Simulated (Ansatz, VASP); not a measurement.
# One calculation of Rb, two programs

Contents of INCAR:

```
PREC = Accurate ; ENCUT = 520
EDIFF = 1E-6 ; ISMEAR = 0
SIGMA = 0.15 ; LREAL = F
LASPH = T ; NELM = 60
ALGO = Fast ; ISIF = 2
LWAVE = F ; LCHARG = F
GGA = PS ; NBANDS = 10
```

Contents of KPOINTS:

```
Automatic mesh
0
Gamma
  12 12 12
```

POSCAR

```
Rb
1.0
   -2.7218200000      2.7218200000      2.8060000000
    2.7218200000     -2.7218200000      2.8060000000
    2.7218200000      2.7218200000     -2.8060000000
Rb
1
Direct
    0.0000000000      0.0000000000      0.0000000000
```

Input for Ansatz:

```yaml
crystal:
  lattice:
    - [-2.72182, 2.72182, 2.806]
    - [2.72182, -2.72182, 2.806]
    - [2.72182, 2.72182, -2.806]
  atoms:
    - { symbol: Rb, position: [0.0, 0.0, 0.0] }
basis:
  ecutwfc: 420
kpoints:
  mp_grid: { grid: [12, 12, 12] }
hamiltonian:
  xc: pbesol
scf:
  occupations: { method: gaussian, width: 0.15 }
output:
  forces: true
  stress: true
  eigenvalues: true
```

Change from the starting cell: strain -0.030 along x and y, +0.000 along z, atoms carried along.

Alike in both runs: task single point; functional PBEsol; k mesh 12 × 12 × 12; occupations gaussian, width 0.15 eV; no spin polarisation.

|  | VASP | Ansatz |
| --- | --- | --- |
| version | VASP 6.6.1 | Ansatz 0.2.0 |
| potentials or method | VASP PAW PBE potentials, release 64 (Rb_sv), cutoff 520 eV | scalar-relativistic, plane waves, PAW |
| valence electrons in the cell | 9 | 9 |

|  | VASP | Ansatz | Ansatz less VASP |
| --- | --- | --- | --- |
| gap on the k mesh at the Fermi level (eV) | none | none | - |
| pressure (GPa) | 0.1 | 0.1 | 0.00 |

VASP's potentials were made for PBE, not for PBEsol. A gap of «none» marks a metal or a gap that the smearing closes.
